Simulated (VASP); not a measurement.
# TePb (Fm-3m) in VASP: a series of runs

Runs on TePb. Level: PBE. Tasks: single point.

All numbers are computed with VASP 6.6.1; they aren't measurements. Logs are shortened: lines on timing, memory, paths and dates and some standing lists are left out, and cuts for length are marked.

### 1 The cell of the first run

The structure is cubic, space group Fm-3m (No. 225). The conventional cell has a = 6.536 Å, b = 6.536 Å, c = 6.536 Å, α = 90.00°, β = 90.00°, γ = 90.00°. Pb (site symmetry m-3m) has 6 Te at 3.27 Å within 4.3 Å. Te (site symmetry m-3m) has 6 Pb at 3.27 Å within 4.3 Å.

### 2 Single point, PBE

The input, INCAR:

```
  ALGO = Normal
  EDIFF = 1E-7
  ENCUT = 520
  GGA = PE
  ISIF = 2
  ISMEAR = -1
  LASPH = True
  LCHARG = False
  LREAL = False
  LWAVE = False
  NBANDS = 17
  NELM = 80
  PREC = Accurate
  SIGMA = 0.02
```

The input, KPOINTS:

```
k-points
0
Gamma
  8 8 8
```

The input, POSCAR:

```
TePb
1.0
    0.0000000000      3.2678368488      3.2678368488
    3.2678368488      0.0000000000      3.2678368488
    3.2678368488      3.2678368488      0.0000000000
Pb Te
1 1
Direct
    0.0000000000      0.0000000000      0.0000000000
    0.5000000000      0.5000000000      0.5000000000
```

Potentials or basis: VASP PAW PBE potentials, release 64 (Pb_d, Te).

On the command line:

```bash
$ cat potpaw_PBE.64/Pb_d/POTCAR potpaw_PBE.64/Te/POTCAR > POTCAR
$ mpirun -np 1 vasp_std > vasp.out
```

OUTCAR:

```text
EDIFF = 1E-7
   ENCUT = 520
   GGA = PE
   ISIF = 2
   ISMEAR = -1
   LASPH = True
   LREAL = False
   NELM = 80
   PREC = Accurate

 ion  position               nearest neighbor table
   1  0.000  0.000  0.000-   2 3.27   2 3.27   2 3.27   2 3.27   2 3.27   2 3.27
   2  0.500  0.500  0.500-   1 3.27   1 3.27   1 3.27   1 3.27   1 3.27   1 3.27

  LATTYP: Found a face centered cubic cell.
 ALAT       =     6.5356736976

  Lattice vectors:

 A1 = (   0.0000000000,   3.2678368488,   3.2678368488)
 A2 = (   3.2678368488,   0.0000000000,   3.2678368488)
 A3 = (   3.2678368488,   3.2678368488,   0.0000000000)

Analysis of symmetry for initial positions (statically):
=====================================================================
 Subroutine PRICEL returns:
 Original cell was already a primitive cell.

 Routine SETGRP: Setting up the symmetry group for a
 face centered cubic supercell.

 Subroutine GETGRP returns: Found 48 space group operations
 (whereof 48 operations were pure point group operations)
 out of a pool of 48 trial point group operations.

The static configuration has the point symmetry O_h .

Analysis of symmetry for dynamics (positions and initial velocities):
=====================================================================
 Subroutine PRICEL returns:
 Original cell was already a primitive cell.

 Routine SETGRP: Setting up the symmetry group for a
 face centered cubic supercell.

 Subroutine GETGRP returns: Found 48 space group operations
 (whereof 48 operations were pure point group operations)
 out of a pool of 48 trial point group operations.

The dynamic configuration has the point symmetry O_h .

 Subroutine INISYM returns: Found 48 space group operations
 (whereof 48 operations are pure point group operations),
 and found     1 'primitive' translations

----------------------------------------------------------------------------------------

                                     Primitive cell

  volume of cell :      69.7929

  direct lattice vectors                    reciprocal lattice vectors
     0.000000000  3.267836849  3.267836849    -0.153006415  0.153006415  0.153006415
     3.267836849  0.000000000  3.267836849     0.153006415 -0.153006415  0.153006415
     3.267836849  3.267836849  0.000000000     0.153006415  0.153006415 -0.153006415

  length of vectors
[... 80 lines left out ...]
   ENCUT  =  520.0 eV  38.22 Ry    6.18 a.u.   8.59  8.59  8.59*2*pi/ulx,y,z
   NELM   =     80;   NELMIN=  2; NELMDL= -5     # of ELM steps
   EDIFF  = 0.1E-06   stopping-criterion for ELM
   LREAL  =      F    real-space projection
   EDIFFG = 0.1E-05   stopping-criterion for IOM
   NSW    =      0    number of steps for IOM
   IBRION =     -1    ionic relax: 0-MD 1-quasi-New 2-CG
   NFREE  =      0    steps in history (QN), initial steepest desc. (CG)
   ISIF   =      2    stress and relaxation
   ISYM   =      2    0-nonsym 1-usesym 2-fastsym
   POTIM  = 0.5000    time-step for ionic-motion
   TEBEG  =    0.0;   TEEND  =   0.0 temperature during run
   PSTRESS=    0.0 pullay stress
   NELECT =      20.0000    total number of electrons
   NUPDOWN=      -1.0000    fix difference up-down
   EMIN   =  10.00;   EMAX   =-10.00  energy-range for DOS
   EFERMI =   0.00;   METHOD = LEGACY
   ISMEAR =    -1;   SIGMA  =   0.02  broadening in eV -4-tet -1-fermi 0-gaus
   EFERMI_NEDOS =   21; number of points for ismear=-14 and -15
   IALGO  =     38    algorithm
   IMIX   =      4    mixing-type and parameters
     AMIX     =   0.40;   BMIX     =  1.00
     AMIX_MAG =   1.60;   BMIX_MAG =  1.00
  volume/ion in A,a.u.               =      34.90       235.49
  Fermi-wavevector in a.u.,A,eV,Ry     =   1.079314  2.039608 15.849680  1.164919
  Thomas-Fermi vector in A             =   2.215276
   LORBIT       =      0    0 simple, 1 ext, 2 COOP (PROOUT), +10 PAW based schemes
   GGA     = PE    functional components
   LHFCALC =     F    Hartree Fock is set to
   AEXX    =    0.0000 exact exchange contribution
   IVDW    =     0    specifies the selected vdW correction
   LEPSILON=     F    determine dielectric tensor
   LRPA    =     F    only Hartree local field effects (RPA)
 non-spin polarized calculation
  energy-cutoff  :      520.00
  volume of cell :       69.79
 maximum number of plane-waves:      1895
 NGX is ok and might be reduce to    36
   NGX = 17   NGY = 17   NGZ = 17

 number of electron      20.0000002 magnetization

 Free energy of the ion-electron system (eV)
  ---------------------------------------------------
  ext. energy  EPLUGINS =         0.00000000
  ---------------------------------------------------
  free energy    TOTEN  =        -7.52091989 eV

  energy without entropy =       -7.52091989  energy(sigma->0) =       -7.52091989

 E-fermi :   5.5942     XC(G=0):  -9.1478

 val. band max:        5.1871289775   @ k =   0.5000   0.0000   0.0000
 cond. band min:       5.9908646685   @ k =   0.5000   0.0000   0.0000
 fundamental gap:      0.8037356911
 Fermi energy:         5.5942099050

 k-point     1 :       0.0000    0.0000    0.0000
  band No.  band energies     occupation
      1     -11.4780      2.00000
      2     -11.4780      2.00000
      3     -11.4714      2.00000
      4     -11.4714      2.00000
      5     -11.4714      2.00000
      6      -6.5493      2.00000
[... 457 lines left out ...]
      4     -11.4610      2.00000
      5     -11.4540      2.00000
      6      -5.0302      2.00000
[... 9 lines left out ...]
     16      14.9779      0.00000
     17      15.2656      0.00000

 [... further k-points ...]

------------------------ aborting loop because EDIFF is reached ----------------------------------------

  FORCE on cell =-STRESS in cart. coord.  units (eV):
  Direction    XX          YY          ZZ          XY          YZ          ZX
  --------------------------------------------------------------------------------------
  -------------------------------------------------------------------------------------
  Total        0.2532538      0.2532538      0.2532538     -0.0000000      0.0000000     -0.0000000
  in kB        5.8137372      5.8137372      5.8137372     -0.0000000      0.0000000     -0.0000000
  external PRESSURE =       5.8137372 kB  Pullay stress =       0.0000000 kB

 VOLUME and BASIS-vectors are now :
 -----------------------------------------------------------------------------
  energy-cutoff  :      520.00
  volume of cell :       69.79
      direct lattice vectors                 reciprocal lattice vectors
     0.000000000  3.267836849  3.267836849    -0.153006415  0.153006415  0.153006415
     3.267836849  0.000000000  3.267836849     0.153006415 -0.153006415  0.153006415
     3.267836849  3.267836849  0.000000000     0.153006415  0.153006415 -0.153006415

 POSITION                                       TOTAL-FORCE (eV/Angst)
 -----------------------------------------------------------------------------------
      0.00000      0.00000      0.00000        -0.000000      0.000000     -0.000000
      3.26784      3.26784      3.26784         0.000000      0.000000      0.000000
 -----------------------------------------------------------------------------------
    total drift:                               -0.000000      0.000000      0.000000

  FREE ENERGIE OF THE ION-ELECTRON SYSTEM (eV)
  ---------------------------------------------------
  free  energy   TOTEN  =        -7.5209198945 eV

  energy  without entropy=       -7.5209198944  energy(sigma->0) =       -7.52091989
```

OSZICAR:

```text
N       E                     dE             d eps       ncg     rms          rms(c)
DAV:   1     0.150553281430E+03    0.15055E+03   -0.90872E+03   986   0.113E+03
DAV:   2     0.249639288226E+01   -0.14806E+03   -0.14333E+03  1047   0.288E+02
DAV:   3    -0.738754734458E+01   -0.98839E+01   -0.98329E+01  1249   0.824E+01
DAV:   4    -0.764834043852E+01   -0.26079E+00   -0.26067E+00  1254   0.150E+01
DAV:   5    -0.765792392459E+01   -0.95835E-02   -0.95832E-02  1409   0.255E+00    0.308E+00
DAV:   6    -0.752238537484E+01    0.13554E+00   -0.30374E-01  1420   0.372E+00    0.189E+00
DAV:   7    -0.751882806502E+01    0.35573E-02   -0.87336E-02  1221   0.139E+00    0.905E-01
DAV:   8    -0.752106955923E+01   -0.22415E-02   -0.10364E-02  1178   0.102E+00    0.149E-01
DAV:   9    -0.752087058901E+01    0.19897E-03   -0.15198E-03  1478   0.400E-01    0.644E-02
DAV:  10    -0.752091438098E+01   -0.43792E-04   -0.16265E-04  1143   0.904E-02    0.201E-02
DAV:  11    -0.752092027562E+01   -0.58946E-05   -0.34533E-05  1373   0.460E-02    0.128E-02
DAV:  12    -0.752092036750E+01   -0.91877E-07   -0.19077E-06  1244   0.112E-02    0.984E-03
DAV:  13    -0.752091985127E+01    0.51622E-06   -0.71390E-07  1196   0.633E-03    0.295E-03
DAV:  14    -0.752091989447E+01   -0.43199E-07   -0.28187E-07  1044   0.394E-03
   1 F= -.75209199E+01 E0= -.75209199E+01  d E =-.256130E-10
```

stdout:

```text
POSCAR found type information on POSCAR PbTe
 POSCAR found :  2 types and       2 ions
 scaLAPACK will be used
 LDA part: xc-table for (Slater+PW92), standard interpolation
 POSCAR, INCAR and KPOINTS ok, starting setup
 FFT: planning ... GRIDC
 FFT: planning ... GRID_SOFT
 FFT: planning ... GRID
 WAVECAR not read
 entering main loop
```

It took 37 s on 1 thread of AMD EPYC 7R13 (Zen 3), shared host; peak memory 0.19 GiB.

What came out:

* Free energy: -7.5209 eV
* Pressure: 0.6 GPa
* Band gap on the k mesh: 0.80 eV, direct

Caveat: spin-orbit coupling is left out, which moves the levels of the heavy elements.

### 3 Single point, PBE (strain -4.0%)

The input, INCAR:

```
  PREC = Accurate
  ENCUT = 520
  EDIFF = 1E-6
  ISMEAR = 0
  SIGMA = 0.01
  LREAL = False
  LASPH = True
  NELM = 80
  ALGO = Normal
  ISIF = 2
  LWAVE = False
  LCHARG = False
  GGA = PE
  NBANDS = 17
```

The input, KPOINTS:

```
Automatic mesh
0
Gamma
  4 4 4
```

The input, POSCAR:

```
TePb
1.0
    0.0000000000      3.1371233749      3.1371233749
    3.1371233749      0.0000000000      3.1371233749
    3.1371233749      3.1371233749      0.0000000000
Pb Te
1 1
Direct
    0.0000000000      0.0000000000      0.0000000000
    0.5000000000      0.5000000000      0.5000000000
```

Potentials or basis: VASP PAW PBE potentials, release 64 (Pb_d, Te).

On the command line:

```bash
$ cat potpaw_PBE.64/Pb_d/POTCAR potpaw_PBE.64/Te/POTCAR > POTCAR
$ mpirun -np 1 vasp_std > vasp.out
```

Run time: 12 s. Hardware: 1 thread of AMD EPYC 7R13, shared host; peak memory 0.2 GiB.

The run converged. Its results:

| Item | Value |
| --- | --- |
| Free energy | -7.3323 eV |
| Pressure | 7.3 GPa |
| Band gap on the k mesh | 0.52 eV, direct |

Levels at points of the mesh, in eV from the valence-band top:
| k point | band 7 | band 8 | band 9 | band 10 | band 11 | band 12 | band 13 | band 14 |
| --- | --- | --- | --- | --- | --- | --- | --- | --- |
| (0.00, 0.00, 0.00) | -5.39 | -1.74 | -1.74 | -1.74 | 4.13 | 4.13 | 4.13 | 5.54 |
| (0.50, 0.00, 0.00) | -9.14 | -1.21 | -1.21 | 0.00 | 0.52 | 1.00 | 1.00 | 8.45 |
| (0.50, 0.50, 0.00) | -7.48 | -5.27 | -3.37 | -3.37 | 2.85 | 5.77 | 5.77 | 7.20 |

Caveat: the k points lie up to 0.43 Å⁻¹ apart; the cell differs from its parent crystal (strain -4.0%); spin-orbit coupling is left out, which moves the levels of the heavy elements. A k mesh can miss the band edges.

### 4 Single point, PBE (strain -3.0%)

The input, INCAR:

```
ALGO = Normal
EDIFF = 1E-6
ENCUT = 520
GGA = PE
ISIF = 2
ISMEAR = 0
LASPH = True
LCHARG = False
LREAL = False
LWAVE = False
NBANDS = 17
NELM = 100
PREC = Accurate
SIGMA = 0.01
```

The input, KPOINTS:

```
k-points
0
Gamma
  4 4 4
```

The input, POSCAR:

```
TePb
1.0
    0.0000000000      3.1698017434      3.1698017434
    3.1698017434      0.0000000000      3.1698017434
    3.1698017434      3.1698017434      0.0000000000
Pb Te
1 1
Direct
    0.0000000000      0.0000000000      0.0000000000
    0.5000000000      0.5000000000      0.5000000000
```

Potentials or basis: VASP PAW PBE potentials, release 64 (Pb_d, Te).

On the command line:

```bash
$ cat potpaw_PBE.64/Pb_d/POTCAR potpaw_PBE.64/Te/POTCAR > POTCAR
$ mpirun -np 1 vasp_std > vasp.out
```

OUTCAR:

```text
EDIFF = 1E-6
   ENCUT = 520
   GGA = PE
   ISIF = 2
   ISMEAR = 0
   LASPH = True
   LREAL = False
   NELM = 100
   PREC = Accurate

 ion  position               nearest neighbor table
   1  0.000  0.000  0.000-   2 3.17   2 3.17   2 3.17   2 3.17   2 3.17   2 3.17
   2  0.500  0.500  0.500-   1 3.17   1 3.17   1 3.17   1 3.17   1 3.17   1 3.17

  LATTYP: Found a face centered cubic cell.
 ALAT       =     6.3396034868

  Lattice vectors:

 A1 = (   0.0000000000,   3.1698017434,   3.1698017434)
[... 328 lines left out ...]
------------------------ aborting loop because EDIFF is reached ----------------------------------------

  FORCE on cell =-STRESS in cart. coord.  units (eV):
  Direction    XX          YY          ZZ          XY          YZ          ZX
  --------------------------------------------------------------------------------------
  -------------------------------------------------------------------------------------
  Total        2.0755245      2.0755245      2.0755245     -0.0000000     -0.0000000     -0.0000000
  in kB       52.2050056     52.2050056     52.2050056     -0.0000000     -0.0000000     -0.0000000
  external PRESSURE =      52.2050056 kB  Pullay stress =       0.0000000 kB

 VOLUME and BASIS-vectors are now :
 -----------------------------------------------------------------------------
  energy-cutoff  :      520.00
  volume of cell :       63.70
      direct lattice vectors                 reciprocal lattice vectors
     0.000000000  3.169801743  3.169801743    -0.157738572  0.157738572  0.157738572
     3.169801743  0.000000000  3.169801743     0.157738572 -0.157738572  0.157738572
     3.169801743  3.169801743  0.000000000     0.157738572  0.157738572 -0.157738572

 POSITION                                       TOTAL-FORCE (eV/Angst)
 -----------------------------------------------------------------------------------
      0.00000      0.00000      0.00000        -0.000000     -0.000000     -0.000000
      3.16980      3.16980      3.16980         0.000000      0.000000      0.000000
 -----------------------------------------------------------------------------------
    total drift:                               -0.000000      0.000000      0.000000

  FREE ENERGIE OF THE ION-ELECTRON SYSTEM (eV)
  ---------------------------------------------------
  free  energy   TOTEN  =        -7.4086686770 eV

  energy  without entropy=       -7.4086686770  energy(sigma->0) =       -7.40866868
```

stdout:

```text
POSCAR found type information on POSCAR PbTe
 POSCAR found :  2 types and       2 ions
 scaLAPACK will be used
 LDA part: xc-table for (Slater+PW92), standard interpolation
 POSCAR, INCAR and KPOINTS ok, starting setup
 FFT: planning ... GRIDC
 FFT: planning ... GRID_SOFT
 FFT: planning ... GRID
 WAVECAR not read
 entering main loop
```

It took 11 s on 1 thread of AMD EPYC 7R13, shared host; peak memory 0.2 GiB.

What came out:

| Property | Result |
| --- | --- |
| Free energy | -7.4087 eV |
| Pressure | 5.2 GPa |
| Band gap on the k mesh | 0.60 eV, direct |

Caveat: the k points lie up to 0.43 Å⁻¹ apart; the cell differs from its parent crystal (strain -3.0%); spin-orbit coupling is left out, which moves the levels of the heavy elements.

### 5 Single point, PBE (strain -2.0%)

The input, INCAR:

```
SYSTEM = TePb
PREC = Accurate
ENCUT = 520
EDIFF = 1E-7
ISMEAR = 0
SIGMA = 0.01
LREAL = .FALSE.
LASPH = .TRUE.
NELM = 80
ALGO = Normal
ISIF = 2
LWAVE = .FALSE.
LCHARG = .FALSE.
GGA = PE
NBANDS = 17
```

The input, KPOINTS:

```
regular mesh
0
G
  4 4 4
  0 0 0
```

The input, POSCAR:

```
TePb
1.0
    0.0000000000      3.2024801118      3.2024801118
    3.2024801118      0.0000000000      3.2024801118
    3.2024801118      3.2024801118      0.0000000000
Pb Te
1 1
Direct
    0.0000000000      0.0000000000      0.0000000000
    0.5000000000      0.5000000000      0.5000000000
```

On the command line:

```bash
$ cat potpaw_PBE.64/Pb_d/POTCAR potpaw_PBE.64/Te/POTCAR > POTCAR
$ mpirun -np 1 vasp_std > vasp.out
```

Wall time 14 s (1 thread of AMD EPYC 7R13, shared host); peak memory 0.2 GiB.

Results (log left out):

| Quantity | Value |
| --- | --- |
| Free energy | -7.4629 eV |
| Pressure | 3.5 GPa |
| Band gap on the k mesh | 0.68 eV, direct |

Levels at points of the mesh, in eV from the valence-band top:
| k point | band 8 | band 9 | band 10 | band 11 | band 12 | band 13 |
| --- | --- | --- | --- | --- | --- | --- |
| (0.00, 0.00, 0.00) | -1.46 | -1.46 | -1.46 | 4.10 | 4.10 | 4.10 |
| (0.50, 0.00, 0.00) | -0.98 | -0.98 | 0.00 | 0.68 | 1.20 | 1.20 |
| (0.50, 0.50, 0.00) | -4.72 | -2.96 | -2.96 | 3.16 | 5.56 | 5.56 |

Caveat: the k points lie up to 0.42 Å⁻¹ apart; the cell differs from its parent crystal (strain -2.0%); spin-orbit coupling is left out, which moves the levels of the heavy elements. A k mesh can miss the band edges.

### 6 Summary

| cell | k mesh | smearing | gap on the mesh (eV) | pressure (GPa) |
| --- | --- | --- | --- | --- |
| a = 4.621 Å, angles 60.0°, 2 atoms | 8 × 8 × 8 | fermi-dirac 0.02 eV | 0.80 | 0.6 |
| a = 4.437 Å, angles 60.0°, 2 atoms | 4 × 4 × 4 | gaussian 0.01 eV | 0.52 | 7.3 |
| a = 4.483 Å, angles 60.0°, 2 atoms | 4 × 4 × 4 | gaussian 0.01 eV | 0.60 | 5.2 |
| a = 4.529 Å, angles 60.0°, 2 atoms | 4 × 4 × 4 | gaussian 0.01 eV | 0.68 | 3.5 |

Alike in all rows: task single point; level PBE; potentials or basis VASP PAW PBE potentials, release 64 (Pb_d, Te); no spin polarisation; cutoff (eV) 520.

Caveats: some runs use coarse meshes; spin-orbit coupling is left out, which moves the levels of the heavy elements.

Absolute energies hang on the potentials; compare differences alone.
